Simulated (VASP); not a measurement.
Ta2SiC: single point with PBE

Ta2SiC:

```
Ta Si C
1.0
     2.72551    0.00000    0.00000
     0.00000    2.72551    0.00000
     0.00000    0.00000    9.42912
Ta Si C
2 1 1
Direct
  0.00000 0.00000 0.78164
  0.00000 0.00000 0.21836
  0.00000 0.00000 0.50000
  0.00000 0.00000 0.00000
```

| Property | Result |
| --- | --- |
| Program | VASP 6.6.1 |
| Task | single point |
| Functional | PBE |
| Potentials or basis | VASP PAW PBE potentials, release 64 (Ta_pv, Si, C) |
| Cutoff | 520 eV |
| k mesh | 16 × 16 × 6 |
| Occupations | gaussian, width 0.1 eV |
| Spin | no spin polarisation |
| Dipole correction | no |
| Further INCAR settings | ALGO = Normal; EDIFF = 1e-06; NBANDS = 23 |

```json
{"Pressure": "0.1 GPa", "Largest force": "0.019 eV/Å", "Band gap on the k mesh": "zero (band 15 reaches 6.19 eV, above the bottom of band 16 at 4.26 eV)"}
```

Forces in eV/Å, atoms in the order of the input:
```
Ta   0.000  0.000 -0.019
Ta   0.000  0.000  0.019
Si   0.000  0.000  0.000
C    0.000  0.000  0.000
```

Stress tensor (GPa, compression positive):
```
0.06 0.00 0.00
0.00 0.06 0.00
0.00 0.00 0.29
```

Levels at points of the mesh, in eV from the Fermi level:
| k point | band 13 | band 14 | band 15 | band 16 | band 17 | band 18 |
| --- | --- | --- | --- | --- | --- | --- |
| (0.00, 0.00, 0.00) | -2.43 | -2.37 | 1.23 | 1.23 | 2.34 | 3.78 |
| (0.50, 0.00, 0.00) | -2.15 | -2.14 | 0.13 | 1.41 | 1.51 | 1.95 |
| (0.50, 0.50, 0.00) | -2.61 | -1.60 | -1.60 | -0.56 | -0.56 | 2.40 |
| (0.00, 0.00, 0.50) | -2.46 | -2.44 | 1.25 | 1.25 | 3.34 | 3.60 |
| (0.50, 0.00, 0.50) | -2.15 | -1.19 | -0.83 | -0.68 | 1.96 | 2.55 |
| (0.50, 0.50, 0.50) | -2.29 | -2.29 | -0.94 | 0.91 | 0.91 | 0.97 |

Wall time 110 s on 1 thread of Intel(R) Xeon(R) Platinum 8559C (Emerald Rapids) (shared host), peak memory 0.38 GiB.

Caveat: spin-orbit coupling is left out, which moves the levels of the heavy elements.
